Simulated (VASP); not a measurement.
Si23H4O48 (a cell with a defect): single point with PBE

The system is Si23H4O48 (a cell with a defect).

```xyz
75
Lattice="9.8316 0.0000 0.0000 -4.9158 8.5144 0.0000 0.0000 0.0000 10.8182" Properties=species:S:1:pos:R:3 pbc="T T T"
Si    2.6187    0.0083    1.7685
Si   -1.3010    2.3020    3.6317
Si    1.1100    2.0044    0.0011
Si   -2.2959    8.4953    7.1795
Si    8.4555    2.2679    9.0335
Si    1.1607    1.9456    5.4281
Si    0.1663    4.2805    1.8089
Si    6.0560    6.5358    3.6041
Si   -1.3042    6.2413   10.7820
Si    6.0521    6.5279    9.0085
Si   -1.3113    6.2633    5.3834
Si    7.5418    0.0366    1.8092
Si    3.5876    2.2741    3.5985
Si    6.0035    1.9755    0.0032
Si    7.5222    0.0105    7.2147
Si    3.5560    2.2628    9.0010
Si    6.0550    1.9907    5.4008
Si    5.0609    4.2643    1.8099
Si    1.1405    6.5592    3.5922
Si    3.6046    6.2743    0.0131
Si    5.0477    4.2535    7.2086
Si    1.1802    6.5494    8.9967
Si    3.5886    6.2623    5.4057
O    -0.3396    1.7593    4.8275
O     1.1130    3.1148    1.1890
O    -0.7587    3.7016    3.0146
O     1.6469    0.5951    0.5993
O     2.1154    2.5070    4.2338
O     3.5540    1.1785    2.3946
O    -0.3884    1.7869   10.2309
O     1.2584    2.9951    6.6710
O    -0.7751    3.6528    8.4174
O     1.6812    0.4890    5.9493
O     2.0700    2.5188    9.6062
O     3.5419    1.1618    7.8078
O    -2.8046    6.0139    4.8015
O    -1.3281    7.3940    1.1159
O    -3.2266    7.9187    2.9590
O    -0.7949    4.8520    0.6276
O    -0.3512    6.8064    4.1821
O     1.1203    5.4550    2.3964
O    -2.7995    6.0025   10.1946
O    -1.3057    7.3593    6.5885
O    -3.2443    7.9187    8.3722
O    -0.7779    4.8528    6.0088
O    -0.3357    6.7013    9.5566
O     1.3099    5.5210    7.7275
O     4.5815    1.7426    4.7729
O     5.9902    3.0897    1.1868
O     4.1085    3.6883    2.9951
O     6.5740    0.5885    0.6201
O     7.0417    2.5475    4.2342
O     8.4842    1.2054    2.4246
O     4.5170    1.7422   10.2090
O     5.9999    3.0845    6.6096
O     4.0722    3.6809    8.3860
O     6.5952    0.5883    6.0093
O     6.9573    2.4923    9.6089
O     8.4793    1.1633    7.8377
O     2.1092    6.0271    4.7849
O     3.5862    7.3948    1.1915
O     1.6874    7.9663    2.9997
O     4.1269    4.8655    0.6213
O     4.5739    6.7870    4.2190
O     6.0246    5.4119    2.4274
O     2.1163    6.0368   10.2273
O     3.5609    7.3612    6.6070
O     1.6433    7.9978    8.4195
O     4.1211    4.8526    6.0161
O     4.5724    6.7827    9.6247
O     6.0146    5.3940    7.8391
H     1.9173    4.3491    7.8907
H     0.5082    3.0321    7.3083
H     0.1014    4.9807    6.4437
H    -1.2142    4.0841    7.6480
```

```
Program                : VASP 6.6.1
Task                   : single point
Functional             : PBE
Potentials or basis    : VASP PAW PBE potentials, release 64 (Si, O, H)
Cutoff                 : 520 eV
k mesh                 : 1 × 1 × 1
Occupations            : gaussian, width 0.02 eV
Spin                   : no spin polarisation
Dipole correction      : no
Further INCAR settings : LREAL = Auto; ALGO = Normal; EDIFF = 1e-07; NBANDS = 235
```

```json
{
  "Pressure": "2.3 GPa",
  "Largest force": "5.166 eV/Å",
  "Band gap on the k mesh": "5.26 eV"
}
```

Forces in eV/Å, atoms in the order of the input:
```
Si   0.041 -0.052  0.002
Si  -0.044  0.043 -0.047
Si  -0.127 -0.030  0.109
Si   0.047 -0.130  0.017
Si   0.002  0.011 -0.013
Si   0.032 -0.193 -0.278
Si   0.000  0.054 -0.027
Si  -0.014 -0.002  0.005
Si   0.091  0.007 -0.101
Si  -0.018  0.013  0.054
Si   0.025 -0.041  0.017
Si   0.008 -0.046 -0.020
Si   0.040  0.010 -0.031
Si   0.051 -0.032  0.031
Si  -0.056 -0.137  0.060
Si   0.122 -0.239  0.136
Si   0.024 -0.060 -0.003
Si   0.009  0.026 -0.014
Si   0.011 -0.004  0.032
Si  -0.163  0.004 -0.060
Si   0.151  0.141 -0.178
Si   0.109 -0.520 -0.284
Si  -0.108  0.025  0.072
O    0.083  0.036  0.086
O    0.012 -0.034 -0.032
O    0.009 -0.029  0.014
O    0.013  0.045 -0.029
O   -0.049 -0.004  0.064
O   -0.017  0.022  0.014
O    0.038  0.008 -0.001
O    0.142  0.137  0.262
O    0.017 -0.097  0.008
O   -0.026  0.086  0.004
O    0.052  0.062 -0.117
O   -0.026  0.088  0.017
O   -0.014  0.016 -0.011
O   -0.034  0.025  0.028
O    0.011  0.010 -0.010
O    0.005 -0.020  0.034
O   -0.010 -0.005 -0.002
O   -0.012 -0.010  0.003
O   -0.031  0.006 -0.014
O   -0.046  0.041 -0.003
O    0.022  0.032 -0.030
O   -0.109 -0.035 -0.055
O   -0.152  0.054  0.149
O    2.228 -4.333  0.444
O   -0.020  0.018 -0.002
O   -0.016 -0.013 -0.012
O   -0.001 -0.017  0.009
O    0.000  0.028  0.000
O    0.004 -0.009  0.012
O    0.005  0.027  0.026
O   -0.056  0.042 -0.053
O   -0.044  0.014  0.036
O   -0.199  0.002  0.012
O   -0.006  0.050 -0.023
O   -0.022 -0.007  0.013
O    0.024  0.039  0.006
O    0.010  0.013 -0.047
O    0.012  0.026  0.024
O    0.008  0.009 -0.009
O    0.036 -0.029  0.020
O    0.015 -0.011  0.001
O   -0.009  0.002  0.008
O    0.130  0.056  0.198
O    0.034  0.017 -0.045
O    0.053  0.198 -0.015
O    0.047 -0.067  0.040
O    0.048 -0.010 -0.006
O   -0.034 -0.046  0.000
H   -2.399  4.517 -0.727
H   -0.190  0.083  0.098
H    0.229  0.039  0.194
H    0.005  0.078 -0.061
```

Stress tensor (GPa, compression positive):
```
 2.21  0.57 -0.15
 0.57  2.08 -0.09
-0.15 -0.09  2.48
```

Levels at points of the mesh, in eV from the valence-band top:
| k point | band 189 | band 190 | band 191 | band 192 | band 193 | band 194 | band 195 | band 196 |
| --- | --- | --- | --- | --- | --- | --- | --- | --- |
| (0.00, 0.00, 0.00) | -0.37 | -0.36 | -0.27 | 0.00 | 5.26 | 6.17 | 7.51 | 7.58 |

It took 4.6 min on 1 thread of Intel(R) Xeon(R) 6975P-C (Granite Rapids), on a shared host, peak memory 0.98 GiB.

Caveat: the k points lie up to 0.74 Å⁻¹ apart.
